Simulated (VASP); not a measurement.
C62N (a cell with a defect): single point with PBEsol

C62N (a cell with a defect):

```xyz
63
Lattice="7.1400 0.0000 0.0000 0.0000 7.1400 0.0000 0.0000 0.0000 7.1400" Properties=species:S:1:pos:R:3 pbc="T T T"
C     3.5652   -0.0041    0.0003
C     4.4584    0.8923    0.8936
C     5.3460    1.7789   -0.0027
C     6.2504    2.7003    0.9167
C     5.3508    0.0034    1.7860
C     6.2441    0.8896    2.6793
C     0.0008    0.0031   -0.0069
C     0.8867    0.8930    0.9025
C     1.7820    1.7791    0.0078
C     2.6681    2.6743    0.9025
C     3.5580    3.5603   -0.0069
C     4.4620    4.4674    0.8972
C     5.3508    5.3503   -0.0072
C     6.2336    6.2391    0.8971
C     1.7821   -0.0011    1.7812
C     2.6763    0.8846    2.6834
C     3.5620    1.7788    1.7812
C     4.4813    2.7001    2.6855
C     5.2672    3.5227    1.7025
C     3.5579    0.0031    3.5759
C     4.4673    0.8930    4.4620
C     5.3731    1.7937    3.5671
C     6.2883    2.6695    4.4669
C     5.3460   -0.0011    5.3573
C     6.2482    0.8846    6.2515
C    -0.0063    3.5674    0.0038
C     0.8609    4.4508    0.9164
C     1.7822    5.3550   -0.0028
C     2.6687    6.2427    0.8935
C    -0.0081    1.7938    1.8083
C     0.8917    2.6699    2.7238
C     1.7674    3.5694    1.8081
C     2.6715    4.4569    2.6794
C     3.5578    5.3502    1.7860
C     4.4619    6.2391    2.6688
C    -0.0063   -0.0077    3.5689
C     0.8930    0.8761    4.4683
C     1.7948    1.7661    3.5812
C     2.6849    2.6680    4.4682
C     3.5689    3.5673    3.5689
C     4.4814    4.4508    4.4360
C     5.2673    5.4338    3.6135
C     6.2503    6.2197    4.4360
C     1.7819   -0.0117    5.3572
C     2.6755    0.8855    6.2507
C     3.5727    1.7790    5.3572
C     4.4672    2.6743    6.2433
C     5.3731    3.5693    5.3425
C     6.2441    4.4570    6.2466
C     0.0384    5.4339    1.7023
C     0.8607    6.2196    2.6855
C     0.8915    4.4122    4.4664
C     1.7673    5.3280    3.5669
C     2.6680    6.2337    4.4619
C     0.0058    1.7661    5.3701
C     0.8930    2.6680    6.2600
C     1.7948    3.5549    5.3700
C     2.6763    4.4528    6.2515
C     3.5621    5.3550    5.3573
C     4.4584    6.2427    6.2440
C    -0.0082    5.3280    5.3424
C     0.8867    6.2337    6.2432
N     0.0748    3.4856    3.6503
```

```yaml
Program: VASP 6.6.1
Task: single point
Functional: PBEsol
Potentials_or_basis: VASP PAW PBE potentials, release 64 (C, N)
Cutoff: 520 eV
k_mesh: 2 × 2 × 2
Occupations: gaussian, width 0.05 eV
Spin: no spin polarisation
Dipole_correction: no
Charge: 1
Further_INCAR_settings: LREAL = Auto; ALGO = Normal; EDIFF = 1e-07; NBANDS = 164; NELECT = 252.0
```

The largest force is 0.043 eV/Å.

Forces in eV/Å, atoms in the order of the input:
```
C    0.005  0.001  0.005
C   -0.006 -0.006 -0.005
C    0.000  0.000  0.009
C    0.005 -0.009 -0.013
C   -0.006 -0.004 -0.002
C    0.005 -0.001  0.005
C   -0.004 -0.007  0.013
C    0.000 -0.002 -0.007
C   -0.004 -0.006 -0.003
C    0.005  0.001 -0.007
C    0.006  0.000  0.006
C   -0.012  0.009 -0.019
C   -0.003 -0.002  0.008
C   -0.011  0.015 -0.011
C   -0.007 -0.004 -0.001
C    0.008 -0.003 -0.004
C    0.007 -0.001  0.003
C   -0.011 -0.011  0.009
C    0.023  0.008  0.019
C    0.012 -0.006 -0.004
C   -0.003 -0.005 -0.007
C   -0.009  0.006  0.001
C   -0.024 -0.007 -0.001
C    0.002 -0.001 -0.001
C    0.000 -0.004  0.008
C    0.009 -0.002  0.002
C    0.013 -0.001 -0.005
C   -0.007 -0.007  0.003
C    0.011  0.007 -0.001
C   -0.001  0.005 -0.007
C   -0.012 -0.023 -0.035
C   -0.002 -0.007 -0.001
C    0.009  0.004 -0.001
C    0.000 -0.003  0.001
C   -0.008  0.014 -0.010
C    0.006  0.004  0.001
C   -0.009  0.005 -0.011
C    0.003  0.005  0.006
C   -0.008  0.003 -0.008
C   -0.001  0.004  0.004
C   -0.010 -0.008  0.015
C    0.016 -0.024 -0.014
C    0.006  0.007  0.010
C    0.000  0.004  0.003
C    0.006 -0.001  0.002
C   -0.009 -0.001  0.002
C    0.000  0.002 -0.002
C   -0.014 -0.005  0.000
C    0.007  0.002  0.006
C   -0.013 -0.022  0.020
C    0.015  0.008  0.004
C   -0.006  0.032  0.008
C   -0.005  0.004  0.004
C    0.001  0.001 -0.001
C    0.009  0.005 -0.002
C   -0.010  0.005 -0.006
C    0.002 -0.004  0.002
C    0.009  0.007  0.006
C    0.007 -0.007 -0.002
C   -0.001  0.008  0.008
C    0.002  0.004 -0.004
C    0.000  0.002  0.004
N    0.008  0.012 -0.003
```

Levels at points of the mesh, in eV from the Fermi level:
| k point | band 122 | band 123 | band 124 | band 125 | band 126 | band 127 | band 128 | band 129 | band 130 | band 131 |
| --- | --- | --- | --- | --- | --- | --- | --- | --- | --- | --- |
| (0.00, 0.00, 0.00) | -3.15 | -1.77 | -1.45 | -1.45 | -0.19 | 0.69 | 0.69 | 3.42 | 3.56 | 3.56 |
| (0.50, 0.00, 0.00) | -2.75 | -2.65 | -2.65 | -1.82 | -0.74 | 0.20 | 0.42 | 3.29 | 3.39 | 4.29 |
| (0.00, 0.50, 0.00) | -2.75 | -2.66 | -2.65 | -1.82 | -0.74 | 0.20 | 0.42 | 3.29 | 3.39 | 4.29 |
| (0.00, 0.00, 0.50) | -2.75 | -2.65 | -2.65 | -1.82 | -0.74 | 0.20 | 0.42 | 3.29 | 3.39 | 4.29 |
| (0.50, 0.50, 0.00) | -2.37 | -2.35 | -1.68 | -1.61 | -0.78 | 0.22 | 0.56 | 4.57 | 4.72 | 4.81 |
| (0.00, 0.50, 0.50) | -2.37 | -2.35 | -1.68 | -1.61 | -0.78 | 0.22 | 0.56 | 4.57 | 4.72 | 4.81 |
| (0.50, 0.00, 0.50) | -2.37 | -2.35 | -1.68 | -1.61 | -0.78 | 0.22 | 0.56 | 4.57 | 4.72 | 4.81 |
| (0.50, 0.50, 0.50) | -2.57 | -2.53 | -2.53 | -2.46 | -0.50 | 0.54 | 0.54 | 4.49 | 4.99 | 4.99 |

Run time: 31 min on 1 thread of Intel Xeon 8259CL (shared host), peak memory 0.58 GiB.

Caveat: the k points lie up to 0.44 Å⁻¹ apart; the cell carries a net charge on a neutralising background, which shifts energy and pressure; the cell is charged against a uniform background, so pressure and absolute levels hang on convention; the PAW data sets were made with another functional, which shifts forces and pressure a little.
